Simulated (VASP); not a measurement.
# CaSi47 (a cell with a defect) (Silicon) in VASP: single point with PBE

Aim: the single point of CaSi47 (a cell with a defect) (Silicon) with PBE.

All numbers are computed with VASP 6.6.1; they aren't measurements. Logs are shortened: lines on timing, memory, paths and dates and some standing lists are left out, and cuts for length are marked.

## (1) The cell of the first run

The cell holds a defect, 48 atoms: a = 7.332 Å, b = 9.776 Å, c = 8.304 Å, α = 90.00°, β = 90.00°, γ = 120.00°.

## (2) Single point, PBE

The input, INCAR:

```
PREC = Accurate ; ENCUT = 520
EDIFF = 1E-7 ; ISMEAR = -1
SIGMA = 0.01 ; LREAL = Auto
LASPH = T ; NELM = 100
ALGO = Normal ; ISIF = 2
LWAVE = F ; LCHARG = F
GGA = PE ; NBANDS = 129
NELECT = 200.0
```

The input, KPOINTS:

```
Automatic mesh
0
Gamma
  3 2 2
```

The input, POSCAR:

```
CaSi47
1.0
    7.3320000000      0.0000000000      0.0000000000
   -4.8880000000      8.4662643472      0.0000000000
    0.0000000000      0.0000000000      8.3040000000
Ca Si
1 47
Direct
    0.1109177645      0.1665329533      0.1250000000
    0.1119012056      0.1692152003      0.6250000000
    0.1079861801      0.4236561477      0.1250000000
    0.1071879064      0.4180559673      0.6250000000
    0.1066819844      0.6658020073      0.1250000000
    0.1081065402      0.6674642058      0.6250000000
    0.1102523140      0.9091476827      0.1250000000
    0.1114515307      0.9172755158      0.6250000000
    0.4486570914      0.1648036464      0.1250000000
    0.4457472538      0.1694003163      0.6250000000
    0.4509572689      0.4266239086      0.1250000000
    0.4485333850      0.4193034658      0.6250000000
    0.4376913823      0.6653178360      0.1250000000
    0.4438081563      0.6680781512      0.6250000000
    0.4402366754      0.9154625170      0.1250000000
    0.4450882424      0.9184883211      0.6250000000
    0.7688613902      0.1660425956      0.1250000000
    0.7761646968      0.1705163803      0.6250000000
    0.7753493721      0.4178967549      0.1250000000
    0.7753078343      0.4169648364      0.6250000000
    0.7795513086      0.6692088015      0.1250000000
    0.7783795704      0.6707286822      0.6250000000
    0.7642032543      0.9101535321      0.1250000000
    0.7764185916      0.9169407881      0.6250000000
    0.2271198637      0.0804758090      0.3819034273
    0.2271198637      0.0804758090      0.8680965727
    0.2281644768      0.3373919036      0.3826438750
    0.2281644768      0.3373919036      0.8673561250
    0.2219280815      0.5823352554      0.3760899289
    0.2219280815      0.5823352554      0.8739100711
    0.2235261188      0.8317648978      0.3758477889
    0.2235261188      0.8317648978      0.8741522111
    0.5578640873      0.0826941073      0.3760616267
    0.5578640873      0.0826941073      0.8739383733
    0.5560545593      0.3324844742      0.3725846398
    0.5560545593      0.3324844742      0.8774153602
    0.5577192670      0.5836268948      0.3760710661
    0.5577192670      0.5836268948      0.8739289339
    0.5554395976      0.8319319614      0.3737615053
    0.5554395976      0.8319319614      0.8762384947
    0.8852473726      0.0794904992      0.3849176145
    0.8852473726      0.0794904992      0.8650823855
    0.8915139880      0.3320757101      0.3721041588
    0.8915139880      0.3320757101      0.8778958412
    0.8893349944      0.5814007258      0.3775160890
    0.8893349944      0.5814007258      0.8724839110
    0.8913671433      0.8327876545      0.3729405888
    0.8913671433      0.8327876545      0.8770594112
```

Potentials or basis: VASP PAW PBE potentials, release 64 (Ca_sv, Si).

The run is started by

```bash
cat potpaw_PBE.64/Ca_sv/POTCAR potpaw_PBE.64/Si/POTCAR > POTCAR
mpirun -np 1 vasp_std > vasp.out
```

OUTCAR:

```text
PREC = Accurate
   ENCUT = 520
   EDIFF = 1E-7
   ISMEAR = -1
   LREAL = Auto
   LASPH = T
   NELM = 100
   ISIF = 2
   GGA = PE
   NELECT = 200.0

 ion  position               nearest neighbor table
   1  0.111  0.167  0.125-   9 2.48  17 2.51   7 2.51  11 2.52  23 2.52   3 2.52  27 2.58  28 2.58
                            25 2.59  26 2.59  41 2.59  42 2.59
   2  0.112  0.169  0.625-  10 2.45   4 2.45  12 2.46  41 2.46  42 2.46   8 2.46  24 2.46  27 2.47
                            28 2.47  18 2.47  25 2.50  26 2.50
   3  0.108  0.424  0.125-   5 2.37  13 2.39  19 2.41  43 2.47  44 2.47  29 2.48  30 2.48  11 2.50
                            17 2.50   1 2.52  27 2.61  28 2.61
   4  0.107  0.418  0.625-  18 2.42  20 2.43   6 2.43   2 2.45  14 2.46  27 2.48  28 2.48  29 2.49
                            30 2.49  12 2.50  43 2.51  44 2.51
   5  0.107  0.666  0.125-   7 2.37   3 2.37  21 2.42  19 2.43  13 2.43  15 2.44  45 2.51  46 2.51
                            31 2.51  32 2.51  29 2.53  30 2.53
   6  0.108  0.667  0.625-   8 2.43  22 2.43   4 2.43  20 2.44  14 2.46  16 2.46  45 2.48  46 2.48
                            31 2.49  32 2.49  29 2.52  30 2.52
   7  0.110  0.909  0.125-   5 2.37  21 2.39  15 2.39  47 2.48  48 2.48   9 2.49  31 2.50  32 2.50
                             1 2.51  23 2.54  25 2.58  26 2.58
   8  0.111  0.917  0.625-  22 2.43   6 2.43  16 2.44  25 2.45  26 2.45  24 2.45  10 2.46   2 2.46
                            47 2.52  48 2.52  31 2.52  32 2.52
   9  0.449  0.165  0.125-  17 2.34  15 2.41  19 2.44   1 2.48   7 2.49  35 2.50  36 2.50  33 2.50
[... 65 lines left out ...]
  42  0.885  0.079  0.865-  34 2.42  40 2.42  24 2.42  48 2.44  44 2.45   2 2.46  18 2.47  26 2.50
                            28 2.52   1 2.59  23 2.59  17 2.61
  43  0.892  0.332  0.372-  29 2.43  33 2.44  27 2.44  45 2.45  41 2.45  35 2.46   3 2.47  17 2.49
                            18 2.51   4 2.51  19 2.52  20 2.56
  44  0.892  0.332  0.878-  30 2.43  34 2.44  28 2.44  46 2.45  42 2.45  36 2.46   3 2.47  17 2.49
                            18 2.51   4 2.51  19 2.52  20 2.56
  45  0.889  0.581  0.378-  29 2.43  35 2.44  37 2.44  43 2.45  31 2.45  47 2.45   6 2.48  20 2.48
                             5 2.51  19 2.51  22 2.52  21 2.54
  46  0.889  0.581  0.872-  30 2.43  36 2.44  38 2.44  44 2.45  32 2.45  48 2.45   6 2.48  20 2.48
                             5 2.51  19 2.51  22 2.52  21 2.54
  47  0.891  0.833  0.373-  41 2.44  31 2.44  37 2.44  25 2.44  45 2.45  39 2.46  21 2.48   7 2.48
                            22 2.50   8 2.52  23 2.53  24 2.54
  48  0.891  0.833  0.877-  42 2.44  32 2.44  38 2.44  26 2.44  46 2.45  40 2.46  21 2.48   7 2.48
                            22 2.50   8 2.52  23 2.53  24 2.54

  LATTYP: Found a simple monoclinic cell.
 ALAT       =     7.3320000000
 B/A-ratio  =     1.1325695581
 C/A-ratio  =     1.2018504251
 COS(beta)  =    -0.2773500981

  Lattice vectors:

 A1 = (   7.3320000000,   0.0000000000,   0.0000000000)
 A2 = (   0.0000000000,   0.0000000000,   8.3040000000)
 A3 = (  -2.4440000000,  -8.4662643472,   0.0000000000)

Analysis of symmetry for initial positions (statically):
=====================================================================
 Subroutine PRICEL returns:
 Original cell was already a primitive cell.

 Routine SETGRP: Setting up the symmetry group for a
 simple monoclinic supercell.

 Subroutine GETGRP returns: Found  2 space group operations
 (whereof  1 operations were pure point group operations)
 out of a pool of  4 trial point group operations.

The static configuration has the point symmetry C_1 .
 The point group associated with its full space group is C_1h.

Analysis of symmetry for dynamics (positions and initial velocities):
=====================================================================
 Subroutine PRICEL returns:
 Original cell was already a primitive cell.

 Routine SETGRP: Setting up the symmetry group for a
 simple monoclinic supercell.

 Subroutine GETGRP returns: Found  2 space group operations
 (whereof  1 operations were pure point group operations)
 out of a pool of  4 trial point group operations.

The dynamic configuration has the point symmetry C_1 .
 The point group associated with its full space group is C_1h.

 Subroutine INISYM returns: Found  2 space group operations
 (whereof  1 operations are pure point group operations),
 and found     1 'primitive' translations

----------------------------------------------------------------------------------------

                                     Primitive cell

  volume of cell :     515.4679

  direct lattice vectors                    reciprocal lattice vectors
[... 118 lines left out ...]
  Cartesian coordinates                     Fractional coordinates (reciprocal lattice)
     0.045462811  0.026247966  0.000000000     0.333333333 -0.000000000  0.000000000
     0.000000000  0.059057924  0.000000000     0.000000000  0.500000000  0.000000000
     0.000000000  0.000000000  0.060211946     0.000000000  0.000000000  0.500000000

  Length of vectors
     0.052495933  0.059057924  0.060211946

  Shift w.r.t. Gamma in fractional coordinates (k-lattice)
     0.000000000  0.000000000  0.000000000

 Subroutine IBZKPT returns following result:
 ===========================================

 Found      8 irreducible k-points:

 Following reciprocal coordinates:
            Coordinates               Weight
  0.000000  0.000000  0.000000      1.000000
  0.333333 -0.000000  0.000000      2.000000
  0.000000  0.500000  0.000000      1.000000
  0.333333  0.500000  0.000000      2.000000
  0.000000  0.000000  0.500000      1.000000
  0.333333 -0.000000  0.500000      2.000000
  0.000000  0.500000  0.500000      1.000000
  0.333333  0.500000  0.500000      2.000000
   k-points           NKPTS =      8   k-points in BZ     NKDIM =      8   number of bands    NBANDS=    129
   number of dos      NEDOS =    301   number of ions     NIONS =     48
   total plane-waves  NPLWV = 286720
   dimension x,y,z NGX =    56 NGY =   80 NGZ =   64
   dimension x,y,z NGXF=   112 NGYF=  160 NGZF=  128
   ions per type =               1  47
   NGX,Y,Z   is equivalent  to a cutoff of  12.70, 13.60, 12.81 a.u.
   NGXF,Y,Z  is equivalent  to a cutoff of  25.39, 27.21, 25.63 a.u.
 SYSTEM =  unknown system
   PREC   = accura    normal or accurate (medium, high low for compatibility)
   ISTART =      0    job   : 0-new  1-cont  2-samecut
   ICHARG =      2    charge: 1-file 2-atom 10-const
   ISPIN  =      1    spin polarized calculation?
   LNONCOLLINEAR =      F non collinear calculations
   LSORBIT =      F    spin-orbit coupling
   LASPH  =      T    aspherical Exc in radial PAW
   ENCUT  =  520.0 eV  38.22 Ry    6.18 a.u.  13.63 18.18 15.44*2*pi/ulx,y,z
   NELM   =    100;   NELMIN=  2; NELMDL= -5     # of ELM steps
   EDIFF  = 0.1E-06   stopping-criterion for ELM
   LREAL  =      T    real-space projection
   EDIFFG = 0.1E-05   stopping-criterion for IOM
   NSW    =      0    number of steps for IOM
   IBRION =     -1    ionic relax: 0-MD 1-quasi-New 2-CG
   NFREE  =      0    steps in history (QN), initial steepest desc. (CG)
   ISIF   =      2    stress and relaxation
   ISYM   =      2    0-nonsym 1-usesym 2-fastsym
   POTIM  = 0.5000    time-step for ionic-motion
   TEBEG  =    0.0;   TEEND  =   0.0 temperature during run
   PSTRESS=    0.0 pullay stress
   NELECT =     200.0000    total number of electrons
   NUPDOWN=      -1.0000    fix difference up-down
   EMIN   =  10.00;   EMAX   =-10.00  energy-range for DOS
   EFERMI =   0.00;   METHOD = LEGACY
   ISMEAR =    -1;   SIGMA  =   0.01  broadening in eV -4-tet -1-fermi 0-gaus
   EFERMI_NEDOS =   21; number of points for ismear=-14 and -15
   IALGO  =     38    algorithm
   IMIX   =      4    mixing-type and parameters
     AMIX     =   0.40;   BMIX     =  1.00
     AMIX_MAG =   1.60;   BMIX_MAG =  1.00
  volume/ion in A,a.u.               =      10.74        72.47
  Fermi-wavevector in a.u.,A,eV,Ry     =   1.194037  2.256402 19.398143  1.425723
  Thomas-Fermi vector in A             =   2.330036
   LORBIT       =      0    0 simple, 1 ext, 2 COOP (PROOUT), +10 PAW based schemes
   GGA     = PE    functional components
   LHFCALC =     F    Hartree Fock is set to
   AEXX    =    0.0000 exact exchange contribution
   IVDW    =     0    specifies the selected vdW correction
   LEPSILON=     F    determine dielectric tensor
   LRPA    =     F    only Hartree local field effects (RPA)
 non-spin polarized calculation
  energy-cutoff  :      520.00
  volume of cell :      515.47
 maximum number of plane-waves:     13919
 NGX is ok and might be reduce to    54
   NGX = 27   NGY = 37   NGZ = 31

 number of electron     199.9999995 magnetization

 Free energy of the ion-electron system (eV)
  ---------------------------------------------------
  ext. energy  EPLUGINS =         0.00000000
  ---------------------------------------------------
  free energy    TOTEN  =      -180.73222438 eV

  energy without entropy =     -180.72612445  energy(sigma->0) =     -180.72917442

 E-fermi :  14.6438     XC(G=0): -12.4977

 val. band max:       14.6325837035   @ k =   0.3333  -0.0000   0.0000
 cond. band min:      14.6536635038   @ k =   0.3333  -0.0000   0.0000
 fundamental gap:      0.0210798003
 Fermi energy:        14.6438450577

 k-point     1 :       0.0000    0.0000    0.0000
  band No.  band energies     occupation
      1     -24.4431      2.00000
      2      -6.2000      2.00000
      3      -6.1741      2.00000
      4      -6.1386      2.00000
      5      -2.9912      2.00000
      6      -1.1174      2.00000
[... 909 lines left out ...]
    111      15.8649      0.00000
    112      16.1239      0.00000
 [bands above 112 left out]

------------------------ aborting loop because EDIFF is reached ----------------------------------------

  FORCE on cell =-STRESS in cart. coord.  units (eV):
  Direction    XX          YY          ZZ          XY          YZ          ZX
  --------------------------------------------------------------------------------------
  -------------------------------------------------------------------------------------
  Total      219.9813772    210.5868969    182.6537321      5.6634741      0.0000000      0.0000000
  in kB      683.7461242    654.5462003    567.7243366     17.6032105      0.0000000      0.0000000
  external PRESSURE =     635.3388870 kB  Pullay stress =       0.0000000 kB

 VOLUME and BASIS-vectors are now :
 -----------------------------------------------------------------------------
  energy-cutoff  :      520.00
  volume of cell :      515.47
      direct lattice vectors                 reciprocal lattice vectors
     7.332000000  0.000000000  0.000000000     0.136388434  0.078743899  0.000000000
    -4.888000000  8.466264347  0.000000000     0.000000000  0.118115849  0.000000000
     0.000000000  0.000000000  8.304000000     0.000000000  0.000000000  0.120423892

 POSITION                                       TOTAL-FORCE (eV/Angst)
 -----------------------------------------------------------------------------------
     -0.00076      1.40991      1.03800        -0.007757      0.000904      0.000000
     -0.00666      1.43262      5.19000        -0.002872     -0.000892      0.000000
     -1.27908      3.58678      1.03800        -0.017440      0.038002      0.000000
     -1.25756      3.53937      5.19000        -0.016975     -0.004165      0.000000
     -2.47225      5.63686      1.03800        -0.011636      0.000547      0.000000
     -2.46993      5.65093      5.19000        -0.006863      0.003773      0.000000
[... 40 lines left out ...]
      2.46484      7.05060      3.09690         0.004960     -0.013401      0.001694
      2.46484      7.05060      7.28310         0.004960     -0.013401     -0.001694
 -----------------------------------------------------------------------------------
    total drift:                               -0.014089     -0.002250      0.000000

  FREE ENERGIE OF THE ION-ELECTRON SYSTEM (eV)
  ---------------------------------------------------
  free  energy   TOTEN  =      -180.7322243795 eV

  energy  without entropy=     -180.7261244536  energy(sigma->0) =     -180.72917442
```

Wall time 17 min (1 thread of AMD EPYC 9R45 (Zen 5), shared host); peak memory 0.75 GiB.

What came out:

- Free energy: -180.7322 eV
- Largest force: 0.042 eV/Å

Forces in eV/Å, atoms in the order of the input:
```
Ca  -0.008  0.001  0.000
Si  -0.003 -0.001  0.000
Si  -0.017  0.038  0.000
Si  -0.017 -0.004  0.000
Si  -0.012  0.001  0.000
Si  -0.007  0.004  0.000
Si   0.009 -0.031  0.000
Si  -0.010  0.006  0.000
Si   0.025  0.004  0.000
Si  -0.012  0.007  0.000
Si  -0.002  0.030  0.000
Si  -0.002  0.000  0.000
Si  -0.006 -0.002  0.000
Si  -0.006  0.009  0.000
Si  -0.010 -0.003  0.000
Si  -0.011 -0.005  0.000
Si  -0.038  0.002  0.000
Si  -0.004  0.013  0.000
Si  -0.015  0.004  0.000
Si  -0.011 -0.008  0.000
Si  -0.011  0.007  0.000
Si  -0.008  0.013  0.000
Si  -0.013 -0.017  0.000
Si  -0.003 -0.007  0.000
Si   0.017 -0.002  0.015
Si   0.017 -0.002 -0.015
Si   0.016  0.006  0.018
Si   0.016  0.006 -0.018
Si   0.000 -0.003  0.001
Si   0.000 -0.003 -0.001
Si   0.005 -0.002  0.002
Si   0.005 -0.002 -0.002
Si  -0.001  0.000  0.009
Si  -0.001  0.000 -0.009
Si   0.011  0.004  0.014
Si   0.011  0.004 -0.014
Si   0.005 -0.001  0.002
Si   0.005 -0.001 -0.002
Si   0.007 -0.006  0.006
Si   0.007 -0.006 -0.006
Si   0.005 -0.007  0.018
Si   0.005 -0.007 -0.018
Si   0.013 -0.006  0.001
Si   0.013 -0.006 -0.001
Si   0.012  0.001  0.002
Si   0.012  0.001 -0.002
Si   0.005 -0.013  0.002
Si   0.005 -0.013 -0.002
```

Caveat: the k points lie up to 0.38 Å⁻¹ apart; the cell carries a net charge on a neutralising background, which shifts energy and pressure; the cell is charged against a uniform background, so pressure and absolute levels hang on convention.
